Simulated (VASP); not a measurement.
Pt: single point with PBEsol

The system is Pt.

```
Pt
1.0
     2.65024    0.00000    0.00000
    -1.32512    2.29517    0.00000
     0.00000    0.00000    4.40876
Pt
2
Direct
  0.66667 0.33333 0.75000
  0.33333 0.66667 0.25000
```

This cell differs from its parent crystal: strain -0.040 along x and y, -0.080 along z.

```json
{"Program": "VASP 6.6.1", "Task": "single point", "Functional": "PBEsol", "Potentials or basis": "VASP PAW PBE potentials, release 64 (Pt)", "Cutoff": "520 eV", "k mesh": "18 × 18 × 10", "Occupations": "gaussian, width 0.15 eV", "Spin": "no spin polarisation", "Dipole correction": "no", "Further INCAR settings": "ALGO = Normal; EDIFF = 1e-06; NBANDS = 17"}
```

| Item | Value |
| --- | --- |
| Pressure | 46.5 GPa |
| Band gap on the k mesh | zero (band 10 reaches 14.02 eV, above the bottom of band 11 at 12.41 eV) |

Stress tensor (GPa, compression positive):
```
43.95  0.00  0.00
 0.00 43.95  0.00
 0.00  0.00 51.70
```

Levels at points of the mesh, in eV from the Fermi level:
```
           k point  band 7  band 8  band 9  band 10  band 11  band 12  band 13  band 14
(0.00, 0.00, 0.00)   -3.88   -2.75   -2.75    -1.20    -0.34    -0.34     6.41    14.44
(0.50, 0.00, 0.00)   -3.68    0.16    0.20     0.51     2.51     4.16     8.13    10.01
(0.00, 0.00, 0.50)   -4.52   -4.52   -1.10    -1.10    -1.10    -1.10    13.48    13.48
(0.50, 0.00, 0.50)   -1.36   -1.36    0.37     0.37     1.64     1.64     7.54     7.54
```

Run time: 60 s on 1 thread of Intel(R) Xeon(R) Platinum 8375C CPU @ 2.90GHz (Ice Lake) (shared host), peak memory 0.21 GiB.

Caveat: the cell differs from its parent crystal (strain -0.040 along x and y, -0.080 along z); the PAW data sets were made with another functional, which shifts forces and pressure a little; spin-orbit coupling is left out, which moves the levels of the heavy elements.
